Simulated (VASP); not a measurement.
# NaF (R-3m) in VASP: notebook, part 3 of 3

VASP 6.6.1.

### 6 Electric field gradients, LDA (equal xy, yz and zx shear strains of +1 %)

Contents of INCAR:

```
PREC = Accurate
ENCUT = 520
EDIFF = 1E-8
ISMEAR = -1
SIGMA = 0.02
LREAL = False
LASPH = True
NELM = 60
ALGO = Normal
ISIF = 2
LWAVE = False
LCHARG = False
LEFG = True
NBANDS = 14
```

Contents of KPOINTS:

```
regular mesh
0
Gamma
  10 10 10
```

Contents of POSCAR:

```
NaF
1.0
    0.0232330000      2.3349165000      2.3349165000
    2.3349165000      0.0232330000      2.3349165000
    2.3349165000      2.3349165000      0.0232330000
Na F
1 1
Direct
    0.0000000000      0.0000000000      0.0000000000
    0.5000000000      0.5000000000      0.5000000000
```

Potentials or basis: VASP PAW LDA potentials, release 64 (Na_pv, F).

Launch:

```console
cat potpaw_LDA.64/Na_pv/POTCAR potpaw_LDA.64/F/POTCAR > POTCAR
mpirun -np 1 vasp_std > vasp.out
```

OUTCAR:

```text
PREC = Accurate
   ENCUT = 520
   EDIFF = 1E-8
   ISMEAR = -1
   LREAL = False
   LASPH = True
   NELM = 60
   ISIF = 2

 ion  position               nearest neighbor table
   1  0.000  0.000  0.000-   2 2.32   2 2.32   2 2.32   2 2.32   2 2.32   2 2.32
   2  0.500  0.500  0.500-   1 2.32   1 2.32   1 2.32   1 2.32   1 2.32   1 2.32

  LATTYP: Found a trigonal (rhomboedric) cell.
 ALAT       =     3.3021523127
 COS(alpha) =     0.5099250056

  Lattice vectors:

 A1 = (   0.0232330000,   2.3349165000,   2.3349165000)
 A2 = (   2.3349165000,   0.0232330000,   2.3349165000)
 A3 = (   2.3349165000,   2.3349165000,   0.0232330000)

Analysis of symmetry for initial positions (statically):
=====================================================================
 Subroutine PRICEL returns:
 Original cell was already a primitive cell.

 Routine SETGRP: Setting up the symmetry group for a
 trigonal (rhombohedral) supercell.

 Subroutine GETGRP returns: Found 12 space group operations
 (whereof 12 operations were pure point group operations)
 out of a pool of 12 trial point group operations.

The static configuration has the point symmetry D_3d.

Analysis of symmetry for dynamics (positions and initial velocities):
=====================================================================
 Subroutine PRICEL returns:
 Original cell was already a primitive cell.

 Routine SETGRP: Setting up the symmetry group for a
 trigonal (rhombohedral) supercell.

 Subroutine GETGRP returns: Found 12 space group operations
 (whereof 12 operations were pure point group operations)
 out of a pool of 12 trial point group operations.

The dynamic configuration has the point symmetry D_3d.

 Subroutine INISYM returns: Found 12 space group operations
 (whereof 12 operations are pure point group operations),
 and found     1 'primitive' translations

----------------------------------------------------------------------------------------

                                     Primitive cell

  volume of cell :      25.0792

  direct lattice vectors                    reciprocal lattice vectors
     0.023233000  2.334916500  2.334916500    -0.217363340  0.215221830  0.215221830
     2.334916500  0.023233000  2.334916500     0.215221830 -0.217363340  0.215221830
     2.334916500  2.334916500  0.023233000     0.215221830  0.215221830 -0.217363340

  length of vectors
     3.302152313  3.302152313  3.302152313     0.374015633  0.374015633  0.374015633

  position of ions in fractional coordinates (direct lattice)
     0.000000000  0.000000000  0.000000000
     0.500000000  0.500000000  0.500000000

  ion indices of the primitive-cell ions
   primitive index   ion index
                 1           1
                 2           2

----------------------------------------------------------------------------------------

 KPOINTS: regular mesh

Automatic generation of k-mesh.
 Grid dimensions read from file:
 generate k-points for:   10   10   10

 Generating k-lattice:

  Cartesian coordinates                     Fractional coordinates (reciprocal lattice)
    -0.021736334  0.021522183  0.021522183     0.100000000 -0.000000000 -0.000000000
     0.021522183 -0.021736334  0.021522183    -0.000000000  0.100000000 -0.000000000
     0.021522183  0.021522183 -0.021736334    -0.000000000 -0.000000000  0.100000000

  Length of vectors
     0.037401563  0.037401563  0.037401563
[... 79 lines left out ...]
   GGA     = CA    functional components
   LHFCALC =     F    Hartree Fock is set to
   AEXX    =    0.0000 exact exchange contribution
   IVDW    =     0    specifies the selected vdW correction
   LEPSILON=     F    determine dielectric tensor
   LRPA    =     F    only Hartree local field effects (RPA)
 non-spin polarized calculation
  energy-cutoff  :      520.00
  volume of cell :       25.08
 maximum number of plane-waves:       686
 NGX is ok and might be reduce to    28
   NGX = 13   NGY = 13   NGZ = 13

 number of electron      13.9999998 magnetization

 Free energy of the ion-electron system (eV)
  ---------------------------------------------------
  ext. energy  EPLUGINS =         0.00000000
  ---------------------------------------------------
  free energy    TOTEN  =        -9.29916176 eV

  energy without entropy =       -9.29916176  energy(sigma->0) =       -9.29916176

 E-fermi :  -2.0770     XC(G=0):  -9.9036

 val. band max:       -2.5317619701   @ k =   0.0000   0.0000   0.0000
 cond. band min:       3.3660905075   @ k =   0.0000   0.0000   0.0000
 fundamental gap:      5.8978524776
 Fermi energy:        -2.0770152346

 k-point     1 :       0.0000    0.0000    0.0000
  band No.  band energies     occupation
      1     -21.3320      2.00000
      2     -21.3320      2.00000
      3     -21.3304      2.00000
      4     -21.2924      2.00000
      5      -2.5735      2.00000
      6      -2.5318      2.00000
      7      -2.5318      2.00000
      8       3.3661      0.00000
      9      15.6931      0.00000
     10      16.0550      0.00000
     11      16.0550      0.00000
     12      18.7217      0.00000
     13      20.9486      0.00000
     14      20.9486      0.00000
[... 377 lines left out ...]
      1     -21.7279      2.00000
      2     -21.3814      2.00000
      3     -21.3727      2.00000
      4     -20.7625      2.00000
      5      -3.7609      2.00000
      6      -2.9233      2.00000
      7      -2.9008      2.00000
      8       7.6108      0.00000
      9      10.8216      0.00000
     10      13.6855      0.00000
     11      16.4395      0.00000
     12      16.6379      0.00000
     13      22.3676      0.00000
     14      23.5450      0.00000

 [... further k-points ...]

------------------------ aborting loop because EDIFF is reached ----------------------------------------

  FORCE on cell =-STRESS in cart. coord.  units (eV):
  Direction    XX          YY          ZZ          XY          YZ          ZX
  --------------------------------------------------------------------------------------
  -------------------------------------------------------------------------------------
  Total       -0.7388837     -0.7388837     -0.7388837     -0.0457096     -0.0457096     -0.0457096
  in kB      -47.2033971    -47.2033971    -47.2033971     -2.9201435     -2.9201435     -2.9201435
  external PRESSURE =     -47.2033971 kB  Pullay stress =       0.0000000 kB

 VOLUME and BASIS-vectors are now :
 -----------------------------------------------------------------------------
  energy-cutoff  :      520.00
  volume of cell :       25.08
      direct lattice vectors                 reciprocal lattice vectors
     0.023233000  2.334916500  2.334916500    -0.217363340  0.215221830  0.215221830
     2.334916500  0.023233000  2.334916500     0.215221830 -0.217363340  0.215221830
     2.334916500  2.334916500  0.023233000     0.215221830  0.215221830 -0.217363340

 POSITION                                       TOTAL-FORCE (eV/Angst)
 -----------------------------------------------------------------------------------
      0.00000      0.00000      0.00000         0.000000      0.000000     -0.000000
      2.34653      2.34653      2.34653        -0.000000     -0.000000      0.000000
 -----------------------------------------------------------------------------------
    total drift:                                0.000000      0.000000      0.000000

  FREE ENERGIE OF THE ION-ELECTRON SYSTEM (eV)
  ---------------------------------------------------
  free  energy   TOTEN  =        -9.2991617587 eV

  energy  without entropy=       -9.2991617587  energy(sigma->0) =       -9.29916176

 Electric field gradients (V/A^2)
---------------------------------------------------------------------
 ion       V_xx      V_yy      V_zz      V_xy      V_xz      V_yz
---------------------------------------------------------------------
   1       0.000    -0.000    -0.000    -0.437    -0.437    -0.437
   2      -0.000     0.000    -0.000     0.747     0.747     0.747
---------------------------------------------------------------------

 Electric field gradients after diagonalization (V/A^2)
 (convention: |V_zz| > |V_xx| > |V_yy|)
----------------------------------------------------------------------
 ion       V_xx      V_yy      V_zz     asymmetry (V_yy - V_xx)/ V_zz
----------------------------------------------------------------------
   1       0.437     0.437    -0.875       0.000
   2      -0.747    -0.747     1.494       0.000
----------------------------------------------------------------------

           NMR quadrupolar parameters

 Cq : quadrupolar parameter    Cq=e*Q*V_zz/h
 eta: asymmetry parameters     (V_yy - V_xx)/ V_zz
 Q  : nuclear electric quadrupole moment in mb (millibarn)
----------------------------------------------------------------------
 ion       Cq(MHz)       eta       Q (mb)
----------------------------------------------------------------------
   1      -0.002       0.000       1.000
   2       0.004       0.000       1.000
----------------------------------------------------------------------
```

stdout:

```text
POSCAR found type information on POSCAR NaF
 POSCAR found :  2 types and       2 ions
 scaLAPACK will be used
 LDA part: xc-table for (Slater(with rela. corr.)+CA(PZ))
 , standard interpolation
 POSCAR, INCAR and KPOINTS ok, starting setup
 FFT: planning ... GRIDC
 FFT: planning ... GRID_SOFT
 FFT: planning ... GRID
 WAVECAR not read
 entering main loop
ion   1

ion   2
```

Run time: 1.8 min. Hardware: 1 thread of AMD EPYC 7R13, shared host; peak memory 0.13 GiB.

Results:

| Item | Value |
| --- | --- |
| Free energy | -9.2992 eV |
| Pressure | -4.7 GPa |
| Band gap on the k mesh | 5.90 eV, direct |

Levels at points of the mesh, in eV from the valence-band top:
```csv
k point,band 3,band 4,band 5,band 6,band 7,band 8,band 9,band 10,band 11,band 12
"(0.00, 0.00, 0.00)",-18.80,-18.76,-0.04,0.00,0.00,5.90,18.22,18.59,18.59,21.25
"(0.50, 0.00, 0.00)",-18.81,-17.86,-1.65,-0.30,-0.27,10.32,12.06,19.42,19.61,22.18
"(0.50, 0.50, 0.00)",-18.85,-18.49,-1.33,-0.45,-0.41,12.67,12.79,13.16,19.09,19.32
"(0.50, 0.50, 0.50)",-18.81,-17.85,-1.67,-0.25,-0.25,10.32,11.89,19.73,19.73,22.40
```

Electric field gradients, principal values (V/Å²):
```csv
atom,least,middle,greatest (by size)
1 Na,0.437,0.437,-0.875
2 F,-0.747,-0.747,1.494
```

Caveat: the cell differs from its parent crystal (equal xy, yz and zx shear strains of +1 %); without QUAD_EFG the Cq values of the log hold for a quadrupole moment of 1 mb, not for the nuclei.

### 7 Summary

| cell | gap on the mesh (eV) | pressure (GPa) |
| --- | --- | --- |
| a = 3.253 Å, angles 61.3°, 2 atoms | 5.86 | -4.7 |
| a = 3.269 Å, angles 60.7°, 2 atoms | 5.88 | -4.7 |
| a = 3.302 Å, angles 59.3°, 2 atoms | 5.90 | -4.7 |

Alike in all rows: task electric field gradients; level LDA; potentials or basis VASP PAW LDA potentials, release 64 (Na_pv, F); no spin polarisation; k mesh 10 × 10 × 10; cutoff (eV) 520; smearing fermi-dirac 0.02 eV.

Absolute energies hang on the potentials; compare differences alone.
